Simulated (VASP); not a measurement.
# BaZrO3: single point with PBEsol+U

The system is BaZrO3.

```
Ba Zr O
1.0
     4.20801    0.00000    0.00000
     0.00000    4.20801    0.00000
     0.00000    0.00000    4.20801
Ba Zr O
1 1 3
Direct
  0.00000 0.00000 0.00000
  0.50000 0.50000 0.50000
  0.50000 0.50000 0.00000
  0.50000 0.00000 0.50000
  0.00000 0.50000 0.50000
```

```yaml
Program: VASP 6.6.1
Task: single point
Functional: PBEsol
Potentials_or_basis: VASP PAW PBE potentials, release 64 (Ba_sv, Zr_sv, O)
Cutoff: 520 eV
k_mesh: 6 × 6 × 6
Occupations: fermi-dirac, width 0.05 eV
Spin: no spin polarisation
Hubbard_terms: Zr d U = 6.0 eV
```

```
Pressure               : 4.1 GPa
Band gap on the k mesh : 3.93 eV, indirect (least direct gap 4.25 eV)
```

Levels at points of the mesh, in eV from the valence-band top:
| k point | band 17 | band 18 | band 19 | band 20 | band 21 | band 22 | band 23 | band 24 |
| --- | --- | --- | --- | --- | --- | --- | --- | --- |
| (0.00, 0.00, 0.00) | -1.01 | -0.32 | -0.32 | -0.32 | 3.93 | 3.93 | 3.93 | 4.46 |
| (0.50, 0.00, 0.00) | -1.60 | -1.60 | -0.60 | -0.60 | 4.60 | 6.28 | 6.49 | 6.62 |
| (0.50, 0.50, 0.00) | -1.01 | -0.97 | -0.97 | -0.08 | 6.36 | 6.44 | 6.44 | 6.86 |
| (0.50, 0.50, 0.50) | -2.40 | 0.00 | 0.00 | 0.00 | 5.74 | 5.74 | 5.74 | 8.00 |

Eigenvalues of the final occupation matrices:
```csv
site,spin,trace,eigenvalues
site 2 d,1,0.60,0.07 0.07 0.07 0.19 0.19
site 2 d,2,0.60,0.07 0.07 0.07 0.19 0.19
```

Wall time 21 s on 1 thread of Intel(R) Xeon(R) 6975P-C (Granite Rapids), on a shared host, peak memory 0.19 GiB.

Caveat: the PAW data sets were made with another functional, which shifts forces and pressure a little; spin-orbit coupling is left out, which moves the levels of the heavy elements. A k mesh can miss the band edges.
